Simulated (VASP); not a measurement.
Mg:

```
Mg
1.0
     0.00000    2.25912    2.25912
     2.25912    0.00000    2.25912
     2.25912    2.25912    0.00000
Mg
1
Direct
  0.00000 0.00000 0.00000
```

This isn't the form of Mg at room conditions, which is hcp.

```yaml
Program: VASP 6.6.1
Task: relaxation of cell and atoms
Functional: LDA
Potentials_or_basis: VASP PAW LDA potentials, release 64 (Mg)
Cutoff: 300 eV
k_mesh: 11 × 11 × 11
Occupations: fermi-dirac, width 0.03 eV
Spin: no spin polarisation
```

At the start: pressure -2.2 GPa; volume 23.06 Å³/atom.

How do energy, volume and symmetry change on relaxing?

Over 4 steps the energy falls by 9.7 meV/atom and the volume is 21.69 Å³/atom (-6.0 %); space group Fm-3m (No. 225, to 0.1 Å) before and after.

The path:
```tsv
step	energy change (eV)	largest force (eV/Å)	pressure (GPa)	volume (Å³)
1	0.0000	0.0000	-2.16	23.06
2	-0.0091	0.0000	-0.64	22.04
3	-0.0098	0.0000	-0.02	21.69
4	-0.0097	0.0000	-0.02	21.69
```

Final structure:
```xyz
1
Lattice="0.0000 2.2133 2.2133 2.2133 0.0000 2.2133 2.2133 2.2133 0.0000" Properties=species:S:1:pos:R:3 pbc="T T T"
Mg    0.0000    0.0000    0.0000
```
